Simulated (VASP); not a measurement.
Here is a VASP 6.6.1 calculation.

File INCAR:

```
PREC = Accurate ; ENCUT = 520
EDIFF = 1E-7 ; ISMEAR = 0
SIGMA = 0.1 ; LREAL = F
LASPH = T ; NELM = 150
ALGO = Normal ; ISIF = 2
LWAVE = F ; LCHARG = T
ISPIN = 2 ; MAGMOM = 1.1 1.1 1.1 1.1 0 0 0 0
LORBIT = 11 ; LMAXMIX = 4
GGA = PE ; LELF = T
LVHAR = T ; NBANDS = 48
```

File KPOINTS:

```
regular mesh
0
Gamma
  8 8 8
```

Contents of POSCAR:

```
MnSi
1.0
    4.5175722495      0.0000000000      0.0000000000
    0.0000000000      4.5175722495      0.0000000000
    0.0000000000      0.0000000000      4.5175722495
Mn Si
4 4
Direct
    0.1364398387      0.1364398387      0.1364398387
    0.3635601613      0.8635601613      0.6364398387
    0.6364398387      0.3635601613      0.8635601613
    0.8635601613      0.6364398387      0.3635601613
    0.8452908481      0.8452908481      0.8452908481
    0.6547091519      0.1547091519      0.3452908481
    0.3452908481      0.6547091519      0.1547091519
    0.1547091519      0.3452908481      0.6547091519
```

Potentials or basis: VASP PAW PBE potentials, release 64 (Mn_pv, Si).

Launch:

```sh
$ cat potpaw_PBE.64/Mn_pv/POTCAR potpaw_PBE.64/Si/POTCAR > POTCAR
$ mpirun -np 1 vasp_std > vasp.out
```

(1) What does it give for the site moments?

(2) Predict the pressure.

(3) Estimate the largest force.

(4) Estimate the net moment.

Answers

(1) Mn +1.04; Si -0.05 μB.

(2) 0.0 GPa.

(3) 0.015 eV/Å.

(4) 3.92 μB per cell.
